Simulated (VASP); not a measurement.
# GePt (Pnma) in VASP: single point with r2SCAN

Aim: the single point of GePt with r2SCAN.

All numbers are computed with VASP 6.6.1; they aren't measurements. Logs are shortened: lines on timing, memory, paths and dates and some standing lists are left out, and cuts for length are marked.

**1. The cell of the first run**

The structure is orthorhombic, space group Pnma (No. 62). The conventional cell has a = 5.779 Å, b = 3.705 Å, c = 6.138 Å, α = 90.00°, β = 90.00°, γ = 90.00°. Ge (site symmetry m) has 6 Pt at 2.48 to 2.68 Å and 2 Ge at 3.04 Å within 3.3 Å. Within 3.3 Å of Pt (site symmetry m) lie 6 Ge at 2.48 to 2.68 Å and 4 Pt at 2.97 to 3.02 Å.

**2. Single point, r2SCAN**

POSCAR

```
GePt
1.0
    5.7788732440      0.0000000000      0.0000000000
    0.0000000000      3.7053844398      0.0000000000
    0.0000000000      0.0000000000      6.1381823711
Ge Pt
4 4
Direct
    0.1870635474      0.2500000000      0.5865098201
    0.3129364526      0.7500000000      0.0865098201
    0.6870635474      0.2500000000      0.9134901799
    0.8129364526      0.7500000000      0.4134901799
    0.9971253416      0.2500000000      0.1938355806
    0.5028746584      0.7500000000      0.6938355806
    0.4971253416      0.2500000000      0.3061644194
    0.0028746584      0.7500000000      0.8061644194
```

INCAR.step1

```
SYSTEM = GePt
PREC = Accurate ; ENCUT = 520
ISMEAR = 0 ; SIGMA = 0.05
LREAL = .FALSE. ; LASPH = .TRUE.
NELM = 60 ; NBANDS = 58
GGA = PE ; ALGO = Normal
EDIFF = 1E-4 ; LWAVE = .TRUE.
LCHARG = .FALSE. ; KPAR = 4
```

INCAR.step2

```
SYSTEM = GePt
PREC = Accurate ; ENCUT = 520
EDIFF = 1E-7 ; ISMEAR = 0
SIGMA = 0.05 ; LREAL = .FALSE.
LASPH = .TRUE. ; NELM = 60
ALGO = Normal ; ISIF = 2
LWAVE = .FALSE. ; LCHARG = .FALSE.
METAGGA = R2SCAN ; LMIXTAU = .TRUE.
NBANDS = 58 ; ISTART = 1
KPAR = 4
```

KPOINTS

```
Automatic mesh
0
G
  6 10 6
  0 0 0
```

Potentials or basis: VASP PAW PBE potentials, release 64 (Ge_d, Pt).

Started as:

```console
$ cat potpaw_PBE.64/Ge_d/POTCAR potpaw_PBE.64/Pt/POTCAR > POTCAR
$ cp INCAR.step1 INCAR
$ mpirun -np 4 vasp_std > vasp.out
$ cp INCAR.step2 INCAR
$ mpirun -np 4 vasp_std > vasp.out
```

OUTCAR:

```text
SYSTEM = GePt
   PREC = Accurate
   ENCUT = 520
   EDIFF = 1E-7
   ISMEAR = 0
   LREAL = .FALSE.
   LASPH = .TRUE.
   NELM = 60
   ISIF = 2
   METAGGA = R2SCAN
   ISTART = 1

 ion  position               nearest neighbor table
   1  0.187  0.250  0.587-   7 2.48   8 2.53   8 2.53   5 2.65   6 2.68   6 2.68
   2  0.313  0.750  0.087-   8 2.48   7 2.53   7 2.53   6 2.65   5 2.68   5 2.68
   3  0.687  0.250  0.913-   5 2.48   6 2.53   6 2.53   7 2.65   8 2.68   8 2.68
   4  0.813  0.750  0.413-   6 2.48   5 2.53   5 2.53   8 2.65   7 2.68   7 2.68
   5  0.997  0.250  0.194-   3 2.48   4 2.53   4 2.53   1 2.65   2 2.68   2 2.68   7 2.97   7 2.97
                             8 3.02   8 3.02
   6  0.503  0.750  0.694-   4 2.48   3 2.53   3 2.53   2 2.65   1 2.68   1 2.68   8 2.97   8 2.97
                             7 3.02   7 3.02
   7  0.497  0.250  0.306-   1 2.48   2 2.53   2 2.53   3 2.65   4 2.68   4 2.68   5 2.97   5 2.97
                             6 3.02   6 3.02
   8  0.003  0.750  0.806-   2 2.48   1 2.53   1 2.53   4 2.65   3 2.68   3 2.68   6 2.97   6 2.97
                             5 3.02   5 3.02

  LATTYP: Found a simple orthorhombic cell.
 ALAT       =     3.7053844398
 B/A-ratio  =     1.5595880368
 C/A-ratio  =     1.6565574965

  Lattice vectors:

 A1 = (   0.0000000000,  -3.7053844398,   0.0000000000)
 A2 = (   5.7788732440,   0.0000000000,   0.0000000000)
 A3 = (   0.0000000000,   0.0000000000,   6.1381823711)

Analysis of symmetry for initial positions (statically):
=====================================================================
 Subroutine PRICEL returns:
 Original cell was already a primitive cell.

 Routine SETGRP: Setting up the symmetry group for a
 simple orthorhombic supercell.

 Subroutine GETGRP returns: Found  8 space group operations
 (whereof  2 operations were pure point group operations)
 out of a pool of  8 trial point group operations.

The static configuration has the point symmetry S_2 .
 The point group associated with its full space group is D_2h.

Analysis of symmetry for dynamics (positions and initial velocities):
=====================================================================
 Subroutine PRICEL returns:
 Original cell was already a primitive cell.

 Routine SETGRP: Setting up the symmetry group for a
 simple orthorhombic supercell.

 Subroutine GETGRP returns: Found  8 space group operations
 (whereof  2 operations were pure point group operations)
 out of a pool of  8 trial point group operations.

The dynamic configuration has the point symmetry S_2 .
 The point group associated with its full space group is D_2h.

 Subroutine INISYM returns: Found  8 space group operations
[... 119 lines left out ...]
   PSTRESS=    0.0 pullay stress
   NELECT =      96.0000    total number of electrons
   NUPDOWN=      -1.0000    fix difference up-down
   EMIN   =  10.00;   EMAX   =-10.00  energy-range for DOS
   EFERMI =   0.00;   METHOD = LEGACY
   ISMEAR =     0;   SIGMA  =   0.05  broadening in eV -4-tet -1-fermi 0-gaus
   EFERMI_NEDOS =   21; number of points for ismear=-14 and -15
   IALGO  =     38    algorithm
   IMIX   =      4    mixing-type and parameters
     AMIX     =   0.40;   BMIX     =  1.00
     AMIX_MAG =   1.60;   BMIX_MAG =  1.00
  volume/ion in A,a.u.               =      16.43       110.87
  Fermi-wavevector in a.u.,A,eV,Ry     =   1.474325  2.786070 29.574080  2.173634
  Thomas-Fermi vector in A             =   2.589110
   LORBIT       =      0    0 simple, 1 ext, 2 COOP (PROOUT), +10 PAW based schemes
   METAGGA = R2SCAN    functional components
   LHFCALC =     F    Hartree Fock is set to
   AEXX    =    0.0000 exact exchange contribution
   IVDW    =     0    specifies the selected vdW correction
   LEPSILON=     F    determine dielectric tensor
   LRPA    =     F    only Hartree local field effects (RPA)
 non-spin polarized calculation
 Gauss-broadening in eV      SIGMA  =   0.05
  energy-cutoff  :      520.00
  volume of cell :      131.44
 maximum number of plane-waves:      3566
 NGX is ok and might be reduce to    48
   NGX = 21   NGY = 13   NGZ = 23

 number of electron      96.0000018 magnetization

 Free energy of the ion-electron system (eV)
  ---------------------------------------------------
  ext. energy  EPLUGINS =         0.00000000
  ---------------------------------------------------
  free energy    TOTEN  =      -265.33209544 eV

  energy without entropy =     -265.32883810  energy(sigma->0) =     -265.33046677

 E-fermi :   9.4268     XC(G=0): -13.5060

 val. band max:        9.4253115179   @ k =   0.1667   0.3000   0.0000
 cond. band min:       9.4283925176   @ k =   0.1667   0.5000   0.1667
 fundamental gap:      0.0030809997
 Fermi energy:         9.4268493391

 k-point     1 :       0.0000    0.0000    0.0000
  band No.  band energies     occupation
      1     -16.5584      2.00000
      2     -16.5509      2.00000
      3     -16.5503      2.00000
      4     -16.5461      2.00000
      5     -16.5351      2.00000
      6     -16.5218      2.00000
[... 1453 lines left out ...]
     57      16.1262      0.00000
     58      16.1262      0.00000

 [... further k-points ...]

------------------------ aborting loop because EDIFF is reached ----------------------------------------

  FORCE on cell =-STRESS in cart. coord.  units (eV):
  Direction    XX          YY          ZZ          XY          YZ          ZX
  --------------------------------------------------------------------------------------
  -------------------------------------------------------------------------------------
  Total        0.0223561      0.0561772      0.1084042      0.0000000      0.0000000      0.0000000
  in kB        0.2725147      0.6847857      1.3214185      0.0000000      0.0000000      0.0000000
  external PRESSURE =       0.7595730 kB  Pullay stress =       0.0000000 kB

 VOLUME and BASIS-vectors are now :
 -----------------------------------------------------------------------------
  energy-cutoff  :      520.00
  volume of cell :      131.44
      direct lattice vectors                 reciprocal lattice vectors
     5.778873244  0.000000000  0.000000000     0.173044114  0.000000000  0.000000000
     0.000000000  3.705384440  0.000000000     0.000000000  0.269877530  0.000000000
     0.000000000  0.000000000  6.138182371     0.000000000  0.000000000  0.162914677

 POSITION                                       TOTAL-FORCE (eV/Angst)
 -----------------------------------------------------------------------------------
      1.08102      0.92635      3.60010        -0.007982      0.000000      0.001299
      1.80842      2.77904      0.53101         0.007982     -0.000000      0.001299
      3.97045      0.92635      5.60717        -0.007982     -0.000000     -0.001299
      4.69786      2.77904      2.53808         0.007982      0.000000     -0.001299
      5.76226      0.92635      1.18980         0.007125     -0.000000      0.001551
      2.90605      2.77904      4.25889        -0.007125     -0.000000      0.001551
      2.87282      0.92635      1.87929         0.007125     -0.000000     -0.001551
      0.01661      2.77904      4.94838        -0.007125     -0.000000     -0.001551
 -----------------------------------------------------------------------------------
    total drift:                               -0.000000      0.000000      0.000000

  FREE ENERGIE OF THE ION-ELECTRON SYSTEM (eV)
  ---------------------------------------------------
  free  energy   TOTEN  =      -265.3320954417 eV

  energy  without entropy=     -265.3288381042  energy(sigma->0) =     -265.33046677
```

Run time: 20 min. Hardware: 4 MPI ranks of Oxide Virtual Turin-like, shared host; peak memory 0.63 GiB.

What came out:

- Free energy: -265.3321 eV
- Pressure: 0.1 GPa
- Largest force: 0.008 eV/Å
- Band gap on the k mesh: zero (bands 48 and 49 overlap by 1.44 eV)

Forces on the atoms (eV/Å):
```
Ge  -0.008  0.000  0.001
Ge   0.008  0.000  0.001
Ge  -0.008  0.000 -0.001
Ge   0.008  0.000 -0.001
Pt   0.007  0.000  0.002
Pt  -0.007  0.000  0.002
Pt   0.007  0.000 -0.002
Pt  -0.007  0.000 -0.002
```

Caveat: the PAW data sets were made with another functional, which shifts forces and pressure a little; spin-orbit coupling is left out, which moves the levels of the heavy elements.
